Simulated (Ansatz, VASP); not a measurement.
One calculation of CdSe, two programs

```xyz
2
Lattice="0.0000 3.1305 3.1305 3.1305 0.0000 3.1305 3.1305 3.1305 0.0000" Properties=species:S:1:pos:R:3 pbc="T T T"
Cd    0.0000    0.0000    0.0000
Se    1.5652    1.5652    1.5652
```

Change from the starting cell: volume scaled by 1.06, PAW files.

Alike in both runs: task electric field gradients; functional LDA; k mesh 8 × 8 × 8; occupations fermi-dirac, width 0.03 eV; no spin polarisation.

|  | VASP | Ansatz |
| --- | --- | --- |
| version | VASP 6.6.1 | Ansatz 0.2.0 |
| potentials or method | VASP PAW LDA potentials, release 64 (Cd, Se) | PAW with Ansatz's default frozen-core files, scalar-relativistic |
| plane-wave cutoff (eV) | 520 | 420 |
| valence electrons in the cell | 18 | 36 |

|  | VASP | Ansatz | Ansatz less VASP |
| --- | --- | --- | --- |
| pressure (GPa) | -5.1 | -5.4 | -0.28 |

LDA's correlation is that of Perdew and Zunger in VASP and of Perdew and Wang (1992) in Ansatz. VASP's potentials hold 18 valence electrons a cell and Ansatz's 36, so a difference there can come from the potentials and not from the codes.
